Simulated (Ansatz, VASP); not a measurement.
## As3Se: VASP beside Ansatz

```
CELL_PARAMETERS angstrom
3.69498 0.00000 0.00000
0.00000 3.70897 0.00000
0.00000 0.00000 5.93473
ATOMIC_POSITIONS crystal
As 0.00000 0.00000 0.50000
As 0.50000 0.50000 0.72156
As 0.50000 0.50000 0.27844
Se 0.00000 0.00000 0.00000
```

Change from the starting cell: species swapped into the Mn3Fe type (Pmmm, No. 47).

Alike in both runs: functional PBE; k mesh 6 × 4 × 3; occupations gaussian, width 0.2 eV; no spin polarisation.

Ansatz relaxed the structure, and its values are those at the end. VASP's run is a single point on that final structure, the one shown.

|  | VASP | Ansatz |
| --- | --- | --- |
| version | VASP 6.6.1 | Ansatz 0.2.0 |
| potentials or method | VASP PAW PBE potentials, release 64 (As, Se), cutoff 500 eV | scalar-relativistic, plane waves, PAW |
| valence electrons in the cell | 21 | 61 |

|  | VASP | Ansatz | Ansatz less VASP |
| --- | --- | --- | --- |
| gap on the k mesh at the Fermi level (eV) | none | none | - |
| pressure (GPa) | -0.1 | -0.1 | -0.06 |
| rms of the force components (eV/Å) | 0.019 | 0.011 | -0.0083 |

A gap of «none» marks a metal or a gap that the smearing closes. With one functional, cell and mesh, what is left measures potentials, basis and numerics. VASP's potentials hold 21 valence electrons a cell and Ansatz's 61, so a difference there can come from the potentials and not from the codes.

The k mesh is coarse, so the values compare programs but aren't converged.
